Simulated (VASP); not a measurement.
# Al3H in VASP: relaxation of the atoms with PBE

Aim: the relaxation of the atoms of Al3H with PBE.

Everything below comes from runs of VASP 6.6.1. Logs are shortened: lines on timing, memory, paths and dates and some standing lists are left out, and cuts for length are marked.

## (1) The cell of the first run

The cell holds a slab with vacuum, 4 atoms: a = 2.857 Å, b = 2.857 Å, c = 19.675 Å, α = 90.00°, β = 90.00°, γ = 90.00°.

## (2) Relaxation of the atoms, PBE

The input, INCAR:

```
PREC     = Accurate       # precision mode
ENCUT    = 520            # plane-wave cutoff, eV
EDIFF    = 1E-6           # SCF threshold, eV
ISMEAR   = 0              # smearing method
SIGMA    = 0.1            # smearing width, eV
LREAL    = False          # projectors in reciprocal space
LASPH    = True           # aspherical terms in the spheres
NELM     = 80             # most SCF steps
ALGO     = Fast           # electronic algorithm
ISIF     = 2              # what is computed and relaxed
LWAVE    = False          # write WAVECAR
LCHARG   = False          # write CHGCAR
LDIPOL   = True         
IDIPOL   = 3            
DIPOL    = 0.5 0.5 0.347
GGA      = PE             # functional
IBRION   = 2              # ionic algorithm
NSW      = 36             # ionic steps
EDIFFG   = -0.025         # ionic threshold
```

The input, KPOINTS:

```
regular mesh
0
Gamma
  9 9 1
```

The input, POSCAR:

```
Al3H
1.0
    2.8567582918      0.0000000000      0.0000000000
    0.0000000000      2.8567582918      0.0000000000
    0.0000000000      0.0000000000     19.6746954317
Al H
3 1
Selective dynamics
Direct
    0.5000000000      0.5000000000      0.2033068321  F F F
    0.0000000000      0.0000000000      0.3092728609  F F F
    0.5000000000      0.5000000000      0.4154928578  F F F
    0.8333333333      0.8333333333      0.4582053061  F F T
```

Potentials or basis: VASP PAW PBE potentials, release 64 (Al, H).

The run is started by

```console
> cat potpaw_PBE.64/Al/POTCAR potpaw_PBE.64/H/POTCAR > POTCAR
> mpirun -np 1 vasp_std > vasp.out
```

OUTCAR:

```text
PREC = Accurate
   ENCUT = 520
   EDIFF = 1E-6
   ISMEAR = 0
   LREAL = False
   LASPH = True
   NELM = 80
   ISIF = 2
   GGA = PE
   IBRION = 2
   NSW = 36
   EDIFFG = -0.025

 ion  position               nearest neighbor table
   1  0.500  0.500  0.203-   2 2.90   2 2.90   2 2.90   2 2.90
   2  0.000  0.000  0.309-   1 2.90   1 2.90   1 2.90   1 2.90   3 2.91   3 2.91   3 2.91   3 2.91

   3  0.500  0.500  0.415-   4 1.59   2 2.91   2 2.91   2 2.91   2 2.91
   4  0.833  0.833  0.458-   3 1.59

  LATTYP: Found a simple tetragonal cell.
 ALAT       =     2.8567582918
 C/A-ratio  =     6.8870703861

  Lattice vectors:

 A1 = (   2.8567582918,   0.0000000000,   0.0000000000)
 A2 = (   0.0000000000,   2.8567582918,   0.0000000000)
 A3 = (   0.0000000000,   0.0000000000,  19.6746954317)

Analysis of symmetry for initial positions (statically):
=====================================================================
 Subroutine PRICEL returns:
 Original cell was already a primitive cell.

 Routine SETGRP: Setting up the symmetry group for a
 simple tetragonal supercell.

 Subroutine GETGRP returns: Found  2 space group operations
 (whereof  2 operations were pure point group operations)
 out of a pool of 16 trial point group operations.

The static configuration has the point symmetry C_1h.

Analysis of symmetry for dynamics (positions and initial velocities):
=====================================================================
 Subroutine PRICEL returns:
 Original cell was already a primitive cell.

 Routine SETGRP: Setting up the symmetry group for a
 simple tetragonal supercell.

 Subroutine GETGRP returns: Found  2 space group operations
 (whereof  2 operations were pure point group operations)
 out of a pool of 16 trial point group operations.

The dynamic configuration has the point symmetry C_1h.

Analysis of constrained symmetry for selective dynamics:
=====================================================================
 Subroutine PRICEL returns:
 Original cell was already a primitive cell.

 Routine SETGRP: Setting up the symmetry group for a
 simple tetragonal supercell.

 Subroutine GETGRP returns: Found  2 space group operations
 (whereof  2 operations were pure point group operations)
 out of a pool of 16 trial point group operations.

The constrained configuration has the point symmetry C_1h.

 Subroutine INISYM returns: Found  2 space group operations
 (whereof  2 operations are pure point group operations),
 and found     1 'primitive' translations

----------------------------------------------------------------------------------------

                                     Primitive cell

  volume of cell :     160.5665

  direct lattice vectors                    reciprocal lattice vectors
     2.856758292  0.000000000  0.000000000     0.350047116  0.000000000  0.000000000
     0.000000000  2.856758292  0.000000000     0.000000000  0.350047116  0.000000000
     0.000000000  0.000000000 19.674695432     0.000000000  0.000000000  0.050826708

  length of vectors
     2.856758292  2.856758292 19.674695432     0.350047116  0.350047116  0.050826708

  position of ions in fractional coordinates (direct lattice)
     0.500000000  0.500000000  0.203306832
     0.000000000  0.000000000  0.309272861
     0.500000000  0.500000000  0.415492858
     0.833333333  0.833333333  0.458205306

  ion indices of the primitive-cell ions
   primitive index   ion index
                 1           1
                 2           2
                 3           3
                 4           4

----------------------------------------------------------------------------------------

 KPOINTS: regular mesh

Automatic generation of k-mesh.
 Grid dimensions read from file:
 generate k-points for:    9    9    1

 Generating k-lattice:

  Cartesian coordinates                     Fractional coordinates (reciprocal lattice)
     0.038894124  0.000000000  0.000000000     0.111111111  0.000000000  0.000000000
     0.000000000  0.038894124  0.000000000     0.000000000  0.111111111  0.000000000
     0.000000000  0.000000000  0.050826708     0.000000000  0.000000000  1.000000000

  Length of vectors
     0.038894124  0.038894124  0.050826708

  Shift w.r.t. Gamma in fractional coordinates (k-lattice)
     0.000000000  0.000000000  0.000000000

 Subroutine IBZKPT returns following result:
 ===========================================

 Found     25 irreducible k-points:

 Following reciprocal coordinates:
            Coordinates               Weight
  0.000000  0.000000  0.000000      1.000000
  0.111111  0.000000  0.000000      4.000000
  0.222222  0.000000  0.000000      4.000000
  0.333333  0.000000  0.000000      4.000000
  0.444444  0.000000  0.000000      4.000000
  0.111111  0.111111  0.000000      2.000000
[... 16 lines left out ...]
 -0.333333  0.444444  0.000000      4.000000
  0.444444  0.444444  0.000000      2.000000
   k-points           NKPTS =     25   k-points in BZ     NKDIM =     25   number of bands    NBANDS=      9
   number of dos      NEDOS =    301   number of ions     NIONS =      4
   total plane-waves  NPLWV =  86400
   dimension x,y,z NGX =    24 NGY =   24 NGZ =  150
   dimension x,y,z NGXF=    48 NGYF=   48 NGZF=  300
   ions per type =               3   1
   NGX,Y,Z   is equivalent  to a cutoff of  13.97, 13.97, 12.67 a.u.
   NGXF,Y,Z  is equivalent  to a cutoff of  27.93, 27.93, 25.35 a.u.
 SYSTEM =  unknown system
   PREC   = accura    normal or accurate (medium, high low for compatibility)
   ISTART =      0    job   : 0-new  1-cont  2-samecut
   ICHARG =      2    charge: 1-file 2-atom 10-const
   ISPIN  =      1    spin polarized calculation?
   LNONCOLLINEAR =      F non collinear calculations
   LSORBIT =      F    spin-orbit coupling
   LASPH  =      T    aspherical Exc in radial PAW
   ENCUT  =  520.0 eV  38.22 Ry    6.18 a.u.   5.31  5.31 36.58*2*pi/ulx,y,z
   NELM   =     80;   NELMIN=  2; NELMDL= -5     # of ELM steps
   EDIFF  = 0.1E-05   stopping-criterion for ELM
   LREAL  =      F    real-space projection
   EDIFFG = -.3E-01   stopping-criterion for IOM
   NSW    =     36    number of steps for IOM
   IBRION =      2    ionic relax: 0-MD 1-quasi-New 2-CG
   NFREE  =      1    steps in history (QN), initial steepest desc. (CG)
   ISIF   =      2    stress and relaxation
   ISYM   =      2    0-nonsym 1-usesym 2-fastsym
   POTIM  = 0.5000    time-step for ionic-motion
   TEBEG  =    0.0;   TEEND  =   0.0 temperature during run
   PSTRESS=    0.0 pullay stress
   NELECT =      10.0000    total number of electrons
   NUPDOWN=      -1.0000    fix difference up-down
   EMIN   =  10.00;   EMAX   =-10.00  energy-range for DOS
   EFERMI =   0.00;   METHOD = LEGACY
   ISMEAR =     0;   SIGMA  =   0.10  broadening in eV -4-tet -1-fermi 0-gaus
   EFERMI_NEDOS =   21; number of points for ismear=-14 and -15
   IALGO  =     68    algorithm
   IMIX   =      4    mixing-type and parameters
     AMIX     =   0.40;   BMIX     =  1.00
     AMIX_MAG =   1.60;   BMIX_MAG =  1.00
  volume/ion in A,a.u.               =      40.14       270.89
  Fermi-wavevector in a.u.,A,eV,Ry     =   0.648918  1.226277  5.729340  0.421095
  Thomas-Fermi vector in A             =   1.717706
   LORBIT       =      0    0 simple, 1 ext, 2 COOP (PROOUT), +10 PAW based schemes
   GGA     = PE    functional components
   LHFCALC =     F    Hartree Fock is set to
   AEXX    =    0.0000 exact exchange contribution
   IVDW    =     0    specifies the selected vdW correction
   LEPSILON=     F    determine dielectric tensor
   LRPA    =     F    only Hartree local field effects (RPA)
 conjugate gradient relaxation of ions
 non-spin polarized calculation
 RMM-DIIS sequential band-by-band and
 Gauss-broadening in eV      SIGMA  =   0.10
  energy-cutoff  :      520.00
  volume of cell :      160.57
 maximum number of plane-waves:      4361
 NGX is ok and might be reduce to    24
   NGX = 11   NGY = 11   NGZ = 73

--------------------------------------- Ionic step        1  -------------------------------------------

 number of electron      10.0000000 magnetization

 Free energy of the ion-electron system (eV)
  ---------------------------------------------------
  ext. energy  EPLUGINS =         0.00000000
  ---------------------------------------------------
  free energy    TOTEN  =       -13.27040369 eV

  energy without entropy =      -13.26753796  energy(sigma->0) =      -13.26897082

------------------------ aborting loop because EDIFF is reached ----------------------------------------

 vacuum level on the upper side and lower side of the slab       (xc-potential included)        -0.384         0.010

  FORCE on cell =-STRESS in cart. coord.  units (eV):
  Direction    XX          YY          ZZ          XY          YZ          ZX
  --------------------------------------------------------------------------------------
  -------------------------------------------------------------------------------------
  Total       -1.4277813     -1.4277813      1.4080411      0.6024297      0.5398649      0.5398649
  in kB      -14.2467976    -14.2467976     14.0498247      6.0112105      5.3869215      5.3869214
  external PRESSURE =      -4.8145902 kB  Pullay stress =       0.0000000 kB
[... 95 lines left out ...]
  FREE ENERGIE OF THE ION-ELECTRON SYSTEM (eV)
  ---------------------------------------------------
  free  energy   TOTEN  =       -13.3695893828 eV

  energy  without entropy=      -13.3670609772  energy(sigma->0) =      -13.36832518

 dipolmoment           0.000000      0.000000     -0.000285 electrons x Angstroem

--------------------------------------- Ionic step        4  -------------------------------------------

 number of electron      10.0000000 magnetization

 dipolmoment           0.000000      0.000000      0.001624 electrons x Angstroem

 Free energy of the ion-electron system (eV)
  ---------------------------------------------------
  ext. energy  EPLUGINS =         0.00000000
  ---------------------------------------------------
  free energy    TOTEN  =       -13.37073349 eV

  energy without entropy =      -13.36818456  energy(sigma->0) =      -13.36945903

 E-fermi :  -0.3439     XC(G=0):  -4.2872

 val. band max:       -0.3734583136   @ k =  -0.3333   0.3333   0.0000
 cond. band min:      -0.1669234406   @ k =   0.2222   0.0000   0.0000
 fundamental gap:      0.2065348730
 Fermi energy:        -0.3438648106

 k-point     1 :       0.0000    0.0000    0.0000
  band No.  band energies     occupation
      1     -10.7863      2.00000
      2      -9.1141      2.00000
      3      -6.4257      2.00000
      4      -3.1789      2.00000
      5       0.9012      0.00000
      6       3.2986      0.00000
      7       3.8012      0.00000
      8       4.9345      0.00000
      9       5.4486      0.00000
[... 265 lines left out ...]
 k-point    24 :       0.4444    0.4444    0.0000
  band No.  band energies     occupation
      1      -4.4115      2.00000
      2      -3.1593      2.00000
      3      -2.3514      2.00000
      4      -1.2667      2.00000
      5      -0.5471      1.99595
      6      -0.4772      1.94063
      7       0.4443      0.00000
      8       1.1695      0.00000
      9       2.0741      0.00000

 [... further k-points ...]

------------------------ aborting loop because EDIFF is reached ----------------------------------------

 vacuum level on the upper side and lower side of the slab       (xc-potential included)        -0.039        -0.151

  FORCE on cell =-STRESS in cart. coord.  units (eV):
  Direction    XX          YY          ZZ          XY          YZ          ZX
  --------------------------------------------------------------------------------------
  -------------------------------------------------------------------------------------
  Total       -2.0075553     -2.0075553      0.2537096     -0.0002374      0.0369084      0.0369084
  in kB      -20.0319431    -20.0319431      2.5315846     -0.0023690      0.3682819      0.3682820
  external PRESSURE =     -12.5107672 kB  Pullay stress =       0.0000000 kB
[... 19 lines left out ...]
  FREE ENERGIE OF THE ION-ELECTRON SYSTEM (eV)
  ---------------------------------------------------
  free  energy   TOTEN  =       -13.3707334905 eV

  energy  without entropy=      -13.3681845612  energy(sigma->0) =      -13.36945903

 reached required accuracy - stopping structural energy minimisation

 vacuum level on the upper side and lower side of the slab         3.980         3.875
```

It took 3.6 min on 1 thread of Oxide Virtual Turin-like, shared host; peak memory 0.26 GiB.

What came out:

| Property | Result |
| --- | --- |
| Free energy | -13.3707 eV |
| Energy gained by relaxing | 25.1 meV/atom |
| Ionic steps | 4 |
| Band gap on the k mesh | zero (bands 5 and 6 overlap by 2.16 eV) |

Step by step:
```csv
step,energy change (eV),largest force on free atoms (eV/Å),pressure (GPa)
1,0.0000,0.9692,-0.48
2,-0.0401,0.7485,-0.67
3,-0.0992,0.1007,-1.18
4,-0.1003,0.0048,-1.25
```

Final structure:
```cif
data_structure
_symmetry_space_group_name_H-M 'P 1'
_symmetry_Int_Tables_number 1
_cell_length_a 2.8568
_cell_length_b 2.8568
_cell_length_c 19.6747
_cell_angle_alpha 90.000
_cell_angle_beta 90.000
_cell_angle_gamma 90.000
_cell_volume 160.57
loop_
_atom_site_label
_atom_site_type_symbol
_atom_site_fract_x
_atom_site_fract_y
_atom_site_fract_z
_atom_site_occupancy
Al1 Al 0.50000 0.50000 0.20331 1
Al2 Al 0.00000 0.00000 0.30927 1
Al3 Al 0.50000 0.50000 0.41549 1
H1 H 0.83333 0.83333 0.46882 1
```

Levels at points of the mesh, in eV from the Fermi level:
| k point | band 1 | band 2 | band 3 | band 4 | band 5 | band 6 | band 7 | band 8 | band 9 |
| --- | --- | --- | --- | --- | --- | --- | --- | --- | --- |
| (0.00, 0.00, 0.00) | -10.44 | -8.77 | -6.08 | -2.84 | 1.25 | 3.64 | 4.15 | 5.28 | 5.79 |

The gap in the log of VASP goes by the Fermi energy; the results here count the filled bands.